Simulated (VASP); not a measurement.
Wanted: the native input for a VASP 6.6.1 run.

```yaml
Task: single point
Functional: LDA
Potentials_or_basis: VASP PAW LDA potentials, release 64 (Si, C)
Cutoff: 520 eV
k_mesh: 8 × 6 × 1
Occupations: fermi-dirac, width 0.02 eV
Spin: no spin polarisation
Dipole_correction: yes
Further_INCAR_settings: ALGO = Normal; EDIFF = 1e-06; NBANDS = 21
```

The structure of SiC lies in POSCAR:

```
SiC
1.0
    3.0609725613      0.0000000000      0.0000000000
    0.0000000000      4.3288689102      0.0000000000
    0.0000000000      0.0000000000     19.0610000000
Si C
3 3
Direct
    0.2500000000      0.0903230807      0.4300294461
    0.7500000000      0.6406847590      0.4999999930
    0.2500000000      0.0903230844      0.5699705667
    0.7500000000      0.8918217551      0.4193148911
    0.2500000000      0.3950255987      0.5000000044
    0.7500000000      0.8918217222      0.5806850986
```

The input as run:

INCAR

```
PREC = Accurate ; ENCUT = 520
EDIFF = 1E-6 ; ISMEAR = -1
SIGMA = 0.02 ; LREAL = F
LASPH = T ; NELM = 80
ALGO = Normal ; ISIF = 2
LWAVE = F ; LCHARG = F
LDIPOL = T ; IDIPOL = 3
DIPOL = 0.5 0.5 0.500 ; NBANDS = 21
```

KPOINTS

```
regular mesh
0
Gamma
  8 6 1
```

Potentials or basis: VASP PAW LDA potentials, release 64 (Si, C).

Launch:

```sh
$ cat potpaw_LDA.64/Si/POTCAR potpaw_LDA.64/C/POTCAR > POTCAR
$ mpirun -np 1 vasp_std > vasp.out
```

Results of the run:

* Largest force: 0.022 eV/Å
* Band gap on the k mesh: zero (bands 12 and 13 overlap by 0.07 eV)

It took 90 s on 1 thread of AMD EPYC 9R45 96-Core Processor (Zen 5), on a shared host, peak memory 0.26 GiB.
